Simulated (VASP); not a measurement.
# SnO2 (P4_2/mnm) in VASP: further runs

The runs below take SnO2 through single point, relaxation of cell and atoms, with PBE.

Program: VASP 6.6.1. These are calculated values, not measurements. Logs are shortened: lines on timing, memory, paths and dates and some standing lists are left out, and cuts for length are marked.

### Step 1. The cell of the first run

It takes space group P4_2/mnm (No. 136, tetragonal). Conventional cell: a = 4.825 Å, b = 4.825 Å, c = 3.237 Å, α = 90.00°, β = 90.00°, γ = 90.00°. Within 2.8 Å of Sn (site symmetry mmm) lie 6 O at 2.09 Å. Within 2.8 Å of O (site symmetry m2m) lie 3 Sn at 2.09 Å and 1 O at 2.64 Å.

### Step 2. Single point, PBE

INCAR reads:

```
ALGO = Normal ; EDIFF = 1E-6
ENCUT = 520 ; GGA = PE
ISIF = 2 ; ISMEAR = 0
LASPH = T ; LCHARG = T
LELF = T ; LREAL = F
LVHAR = T ; LWAVE = F
NBANDS = 35 ; NELM = 60
PREC = Accurate ; SIGMA = 0.1
```

KPOINTS reads:

```
k-points
0
Gamma
  4 4 6
```

POSCAR reads:

```
SnO2
1.0
    4.8254276730      0.0000000000      0.0000000000
    0.0000000000      4.8254276730      0.0000000000
    0.0000000000      0.0000000000      3.2372799986
Sn O
2 4
Direct
    0.0000000000      0.0000000000      0.0000000000
    0.5000000000      0.5000000000      0.5000000000
    0.3067491142      0.3067491142      0.0000000000
    0.1932508858      0.8067491142      0.5000000000
    0.6932508858      0.6932508858      0.0000000000
    0.8067491142      0.1932508858      0.5000000000
```

Potentials or basis: VASP PAW PBE potentials, release 64 (Sn_d, O).

Started as:

```bash
$ cat potpaw_PBE.64/Sn_d/POTCAR potpaw_PBE.64/O/POTCAR > POTCAR
$ mpirun -np 1 vasp_std > vasp.out
```

OUTCAR:

```text
EDIFF = 1E-6
   ENCUT = 520
   GGA = PE
   ISIF = 2
   ISMEAR = 0
   LASPH = T
   LREAL = F
   NELM = 60
   PREC = Accurate

 ion  position               nearest neighbor table
   1  0.000  0.000  0.000-   4 2.09   6 2.09   4 2.09   6 2.09   5 2.09   3 2.09
   2  0.500  0.500  0.500-   3 2.09   5 2.09   3 2.09   5 2.09   4 2.09   6 2.09
   3  0.307  0.307  0.000-   2 2.09   2 2.09   1 2.09
   4  0.193  0.807  0.500-   1 2.09   1 2.09   2 2.09
   5  0.693  0.693  0.000-   2 2.09   2 2.09   1 2.09
   6  0.807  0.193  0.500-   1 2.09   1 2.09   2 2.09

  LATTYP: Found a simple tetragonal cell.
 ALAT       =     4.8254276730
 C/A-ratio  =     0.6708793951

  Lattice vectors:

 A1 = (   4.8254276730,   0.0000000000,   0.0000000000)
 A2 = (   0.0000000000,   4.8254276730,   0.0000000000)
 A3 = (   0.0000000000,   0.0000000000,   3.2372799986)

Analysis of symmetry for initial positions (statically):
=====================================================================
 Subroutine PRICEL returns:
 Original cell was already a primitive cell.

 Routine SETGRP: Setting up the symmetry group for a
 simple tetragonal supercell.

 Subroutine GETGRP returns: Found 16 space group operations
 (whereof  8 operations were pure point group operations)
 out of a pool of 16 trial point group operations.

The static configuration has the point symmetry D_2h.
 The point group associated with its full space group is D_4h.

Analysis of symmetry for dynamics (positions and initial velocities):
=====================================================================
 Subroutine PRICEL returns:
 Original cell was already a primitive cell.

 Routine SETGRP: Setting up the symmetry group for a
 simple tetragonal supercell.

 Subroutine GETGRP returns: Found 16 space group operations
 (whereof  8 operations were pure point group operations)
 out of a pool of 16 trial point group operations.

The dynamic configuration has the point symmetry D_2h.
 The point group associated with its full space group is D_4h.

 Subroutine INISYM returns: Found 16 space group operations
 (whereof  8 operations are pure point group operations),
 and found     1 'primitive' translations

----------------------------------------------------------------------------------------

                                     Primitive cell

  volume of cell :      75.3793

  direct lattice vectors                    reciprocal lattice vectors
     4.825427673  0.000000000  0.000000000     0.207235517  0.000000000  0.000000000
     0.000000000  4.825427673  0.000000000     0.000000000  0.207235517  0.000000000
     0.000000000  0.000000000  3.237279999     0.000000000  0.000000000  0.308901300

  length of vectors
     4.825427673  4.825427673  3.237279999     0.207235517  0.207235517  0.308901300

  position of ions in fractional coordinates (direct lattice)
     0.000000000  0.000000000  0.000000000
     0.500000000  0.500000000  0.500000000
     0.306749114  0.306749114  0.000000000
     0.193250886  0.806749114  0.500000000
     0.693250886  0.693250886  0.000000000
     0.806749114  0.193250886  0.500000000

  ion indices of the primitive-cell ions
   primitive index   ion index
                 1           1
                 2           2
                 3           3
                 4           4
                 5           5
                 6           6

----------------------------------------------------------------------------------------

 KPOINTS: k-points

Automatic generation of k-mesh.
 Grid dimensions read from file:
 generate k-points for:    4    4    6

 Generating k-lattice:

  Cartesian coordinates                     Fractional coordinates (reciprocal lattice)
     0.051808879  0.000000000  0.000000000     0.250000000  0.000000000  0.000000000
     0.000000000  0.051808879  0.000000000     0.000000000  0.250000000  0.000000000
     0.000000000  0.000000000  0.051483550     0.000000000  0.000000000  0.166666667

  Length of vectors
     0.051808879  0.051808879  0.051483550

  Shift w.r.t. Gamma in fractional coordinates (k-lattice)
     0.000000000  0.000000000  0.000000000

 Subroutine IBZKPT returns following result:
 ===========================================

 Found     24 irreducible k-points:

 Following reciprocal coordinates:
            Coordinates               Weight
  0.000000  0.000000  0.000000      1.000000
  0.250000  0.000000  0.000000      4.000000
  0.500000  0.000000  0.000000      2.000000
  0.250000  0.250000  0.000000      4.000000
  0.500000  0.250000  0.000000      4.000000
  0.500000  0.500000  0.000000      1.000000
[... 16 lines left out ...]
  0.500000  0.250000  0.500000      4.000000
  0.500000  0.500000  0.500000      1.000000
   k-points           NKPTS =     24   k-points in BZ     NKDIM =     24   number of bands    NBANDS=     35
   number of dos      NEDOS =    301   number of ions     NIONS =      6
   total plane-waves  NPLWV =  31104
   dimension x,y,z NGX =    36 NGY =   36 NGZ =   24
   dimension x,y,z NGXF=    72 NGYF=   72 NGZF=   48
   ions per type =               2   4
   NGX,Y,Z   is equivalent  to a cutoff of  12.40, 12.40, 12.32 a.u.
   NGXF,Y,Z  is equivalent  to a cutoff of  24.81, 24.81, 24.65 a.u.
 SYSTEM =  unknown system
   PREC   = accura    normal or accurate (medium, high low for compatibility)
   ISTART =      0    job   : 0-new  1-cont  2-samecut
   ICHARG =      2    charge: 1-file 2-atom 10-const
   ISPIN  =      1    spin polarized calculation?
   LNONCOLLINEAR =      F non collinear calculations
   LSORBIT =      F    spin-orbit coupling
   LASPH  =      T    aspherical Exc in radial PAW
   ENCUT  =  520.0 eV  38.22 Ry    6.18 a.u.   8.97  8.97  6.02*2*pi/ulx,y,z
   NELM   =     60;   NELMIN=  2; NELMDL= -5     # of ELM steps
   EDIFF  = 0.1E-05   stopping-criterion for ELM
   LREAL  =      F    real-space projection
   EDIFFG = 0.1E-04   stopping-criterion for IOM
   NSW    =      0    number of steps for IOM
   IBRION =     -1    ionic relax: 0-MD 1-quasi-New 2-CG
   NFREE  =      0    steps in history (QN), initial steepest desc. (CG)
   ISIF   =      2    stress and relaxation
   ISYM   =      2    0-nonsym 1-usesym 2-fastsym
   POTIM  = 0.5000    time-step for ionic-motion
   TEBEG  =    0.0;   TEEND  =   0.0 temperature during run
   PSTRESS=    0.0 pullay stress
   NELECT =      52.0000    total number of electrons
   NUPDOWN=      -1.0000    fix difference up-down
   EMIN   =  10.00;   EMAX   =-10.00  energy-range for DOS
   EFERMI =   0.00;   METHOD = LEGACY
   ISMEAR =     0;   SIGMA  =   0.10  broadening in eV -4-tet -1-fermi 0-gaus
   EFERMI_NEDOS =   21; number of points for ismear=-14 and -15
   IALGO  =     38    algorithm
   IMIX   =      4    mixing-type and parameters
     AMIX     =   0.40;   BMIX     =  1.00
     AMIX_MAG =   1.60;   BMIX_MAG =  1.00
  volume/ion in A,a.u.               =      12.56        84.78
  Fermi-wavevector in a.u.,A,eV,Ry     =   1.446523  2.733532 28.469219  2.092429
  Thomas-Fermi vector in A             =   2.564582
   LORBIT       =      0    0 simple, 1 ext, 2 COOP (PROOUT), +10 PAW based schemes
   GGA     = PE    functional components
   LHFCALC =     F    Hartree Fock is set to
   AEXX    =    0.0000 exact exchange contribution
   IVDW    =     0    specifies the selected vdW correction
   LEPSILON=     F    determine dielectric tensor
   LRPA    =     F    only Hartree local field effects (RPA)
 non-spin polarized calculation
 Gauss-broadening in eV      SIGMA  =   0.10
  energy-cutoff  :      520.00
  volume of cell :       75.38
 maximum number of plane-waves:      2056
 NGX is ok and might be reduce to    36
   NGX = 17   NGY = 17   NGZ = 13

 number of electron      52.0000003 magnetization

 Free energy of the ion-electron system (eV)
  ---------------------------------------------------
  ext. energy  EPLUGINS =         0.00000000
  ---------------------------------------------------
  free energy    TOTEN  =       -37.30875952 eV

  energy without entropy =      -37.30875951  energy(sigma->0) =      -37.30875952

 E-fermi :   5.8855     XC(G=0): -10.9813

 val. band max:        5.5438158806   @ k =   0.0000   0.0000   0.0000
 cond. band min:       6.2273412235   @ k =   0.0000   0.0000   0.0000
 fundamental gap:      0.6835253429
 Fermi energy:         5.8855292274

 k-point     1 :       0.0000    0.0000    0.0000
  band No.  band energies     occupation
      1     -15.4928      2.00000
      2     -14.8276      2.00000
      3     -14.6315      2.00000
      4     -14.6047      2.00000
      5     -14.6047      2.00000
      6     -14.5378      2.00000
[... 27 lines left out ...]
     34      17.0320      0.00000
     35      17.8282      0.00000

 k-point     2 :       0.2500    0.0000    0.0000
  band No.  band energies     occupation
      1     -15.4096      2.00000
      2     -14.9256      2.00000
      3     -14.6296      2.00000
      4     -14.6018      2.00000
      5     -14.6017      2.00000
      6     -14.5883      2.00000
[... 27 lines left out ...]
     34      17.2945      0.00000
     35      17.7917      0.00000

 k-point     3 :       0.5000    0.0000    0.0000
  band No.  band energies     occupation
      1     -15.1840      2.00000
      2     -15.1840      2.00000
      3     -14.6217      2.00000
      4     -14.6217      2.00000
      5     -14.5986      2.00000
      6     -14.5986      2.00000
[... 27 lines left out ...]
     34      17.6205      0.00000
     35      17.7468      0.00000
[... 723 lines left out ...]
 k-point    23 :       0.5000    0.2500    0.5000
  band No.  band energies     occupation
      1     -15.3729      2.00000
      2     -15.3729      2.00000
      3     -14.7307      2.00000
      4     -14.7307      2.00000
      5     -14.4949      2.00000
      6     -14.4949      2.00000
[... 27 lines left out ...]
     34      16.6329      0.00000
     35      18.0624      0.00000

 k-point    24 :       0.5000    0.5000    0.5000
  band No.  band energies     occupation
      1     -15.2878      2.00000
      2     -15.2878      2.00000
      3     -14.8634      2.00000
      4     -14.8634      2.00000
      5     -14.4918      2.00000
      6     -14.4918      2.00000
[... 27 lines left out ...]
     34      16.1766      0.00000
     35      18.3910      0.00000

------------------------ aborting loop because EDIFF is reached ----------------------------------------

  FORCE on cell =-STRESS in cart. coord.  units (eV):
  Direction    XX          YY          ZZ          XY          YZ          ZX
  --------------------------------------------------------------------------------------
  -------------------------------------------------------------------------------------
  Total        0.3312750      0.3312750      0.4880812      0.0000000      0.0000000      0.0000000
  in kB        7.0412120      7.0412120     10.3741076      0.0000000      0.0000000      0.0000000
  external PRESSURE =       8.1521772 kB  Pullay stress =       0.0000000 kB

 VOLUME and BASIS-vectors are now :
 -----------------------------------------------------------------------------
  energy-cutoff  :      520.00
  volume of cell :       75.38
      direct lattice vectors                 reciprocal lattice vectors
     4.825427673  0.000000000  0.000000000     0.207235517  0.000000000  0.000000000
     0.000000000  4.825427673  0.000000000     0.000000000  0.207235517  0.000000000
     0.000000000  0.000000000  3.237279999     0.000000000  0.000000000  0.308901300

 POSITION                                       TOTAL-FORCE (eV/Angst)
 -----------------------------------------------------------------------------------
      0.00000      0.00000      0.00000         0.000000     -0.000000      0.000000
      2.41271      2.41271      1.61864         0.000000     -0.000000      0.000000
      1.48020      1.48020      0.00000        -0.030577     -0.030577      0.000000
      0.93252      3.89291      1.61864         0.030577     -0.030577      0.000000
      3.34523      3.34523      0.00000         0.030577      0.030577      0.000000
      3.89291      0.93252      1.61864        -0.030577      0.030577      0.000000
 -----------------------------------------------------------------------------------
    total drift:                                0.000000      0.000000     -0.000000

  FREE ENERGIE OF THE ION-ELECTRON SYSTEM (eV)
  ---------------------------------------------------
  free  energy   TOTEN  =       -37.3087595229 eV

  energy  without entropy=      -37.3087595130  energy(sigma->0) =      -37.30875952
```

Run time: 52 s. Hardware: 1 thread of Intel Xeon Platinum 8175M at 2.50GHz (Skylake/Cascade Lake), shared host; peak memory 0.2 GiB.

Results:

* Free energy: -37.3088 eV
* Pressure: 0.8 GPa
* Largest force: 0.043 eV/Å
* Band gap on the k mesh: 0.68 eV

Forces in eV/Å, atoms in the order of the input:
```
Sn   0.000  0.000  0.000
Sn   0.000  0.000  0.000
O   -0.031 -0.031  0.000
O    0.031 -0.031  0.000
O    0.031  0.031  0.000
O   -0.031  0.031  0.000
```

Caveat: semilocal functionals underestimate gaps, and a narrow one can read as zero; spin-orbit coupling is left out, which moves the levels of the heavy elements. PBE gaps usually lie below the measured ones, often by a third to a half.

### Step 3. Single point, PBE

INCAR reads:

```
SYSTEM = SnO2
PREC = Accurate
ENCUT = 520
EDIFF = 1E-6
ISMEAR = 0
SIGMA = 0.02
LREAL = .False.
LASPH = .True.
NELM = 80
ALGO = Normal
ISIF = 2
LWAVE = .False.
LCHARG = .False.
GGA = PE
NBANDS = 35
```

KPOINTS reads:

```
Automatic mesh
0
Gamma
  6 6 8
  0 0 0
```

POSCAR reads:

```
SnO2
1.0
    4.8276980460      0.0000000000      0.0000000000
    0.0000000000      4.8276980460      0.0000000000
    0.0000000000      0.0000000000      3.2379897482
Sn O
2 4
Direct
    0.0000000000      0.0000000000      0.0000000000
    0.5000000000      0.5000000000      0.5000000000
    0.3066055424      0.3066055424      0.0000000000
    0.1933944576      0.8066055424      0.5000000000
    0.6933944576      0.6933944576      0.0000000000
    0.8066055424      0.1933944576      0.5000000000
```

Potentials or basis: VASP PAW PBE potentials, release 64 (Sn_d, O).

Started as:

```bash
$ cat potpaw_PBE.64/Sn_d/POTCAR potpaw_PBE.64/O/POTCAR > POTCAR
$ mpirun -np 1 vasp_std > vasp.out
```

OUTCAR:

```text
SYSTEM = SnO2
   PREC = Accurate
   ENCUT = 520
   EDIFF = 1E-6
   ISMEAR = 0
   LREAL = .False.
   LASPH = .True.
   NELM = 80
   ISIF = 2
   GGA = PE

 ion  position               nearest neighbor table
   1  0.000  0.000  0.000-   4 2.09   6 2.09   4 2.09   6 2.09   5 2.09   3 2.09
   2  0.500  0.500  0.500-   3 2.09   5 2.09   3 2.09   5 2.09   4 2.09   6 2.09
   3  0.307  0.307  0.000-   2 2.09   2 2.09   1 2.09
   4  0.193  0.807  0.500-   1 2.09   1 2.09   2 2.09
   5  0.693  0.693  0.000-   2 2.09   2 2.09   1 2.09
   6  0.807  0.193  0.500-   1 2.09   1 2.09   2 2.09

[... 1121 lines left out ...]
  -------------------------------------------------------------------------------------
  Total        0.2375213      0.2375213      0.3851008      0.0000000      0.0000000      0.0000000
  in kB        5.0426346      5.0426346      8.1757835      0.0000000      0.0000000      0.0000000
  external PRESSURE =       6.0870176 kB  Pullay stress =       0.0000000 kB

 VOLUME and BASIS-vectors are now :
 -----------------------------------------------------------------------------
  energy-cutoff  :      520.00
  volume of cell :       75.47
      direct lattice vectors                 reciprocal lattice vectors
     4.827698046  0.000000000  0.000000000     0.207138058  0.000000000  0.000000000
     0.000000000  4.827698046  0.000000000     0.000000000  0.207138058  0.000000000
     0.000000000  0.000000000  3.237989748     0.000000000  0.000000000  0.308833591

 POSITION                                       TOTAL-FORCE (eV/Angst)
 -----------------------------------------------------------------------------------
      0.00000      0.00000      0.00000         0.000000      0.000000      0.000000
      2.41385      2.41385      1.61899         0.000000      0.000000      0.000000
      1.48020      1.48020      0.00000        -0.014419     -0.014419      0.000000
      0.93365      3.89405      1.61899         0.014419     -0.014419      0.000000
      3.34750      3.34750      0.00000         0.014419      0.014419     -0.000000
      3.89405      0.93365      1.61899        -0.014419      0.014419     -0.000000
 -----------------------------------------------------------------------------------
    total drift:                               -0.000000      0.000000      0.000000

  FREE ENERGIE OF THE ION-ELECTRON SYSTEM (eV)
  ---------------------------------------------------
  free  energy   TOTEN  =       -37.3109903134 eV

  energy  without entropy=      -37.3109903134  energy(sigma->0) =      -37.31099031
```

It took 1.7 min on 1 thread of Intel Xeon Platinum 8175M at 2.50GHz (Skylake/Cascade Lake), shared host; peak memory 0.24 GiB.

What came out:

```yaml
Free_energy: -37.3110 eV
Pressure: 0.6 GPa
Largest_force: 0.020 eV/Å
Band_gap_on_the_k_mesh: 0.67 eV
```

Forces in eV/Å, atoms in the order of the input:
```
Sn   0.000  0.000  0.000
Sn   0.000  0.000  0.000
O   -0.014 -0.014  0.000
O    0.014 -0.014  0.000
O    0.014  0.014  0.000
O   -0.014  0.014  0.000
```

Stress tensor (GPa, compression positive):
```
0.50 0.00 0.00
0.00 0.50 0.00
0.00 0.00 0.82
```

Caveat: semilocal functionals underestimate gaps, and a narrow one can read as zero; spin-orbit coupling is left out, which moves the levels of the heavy elements. A hybrid or GW would open this gap; PBE tends to underestimate it.

(Continued in part 2 of 2.)
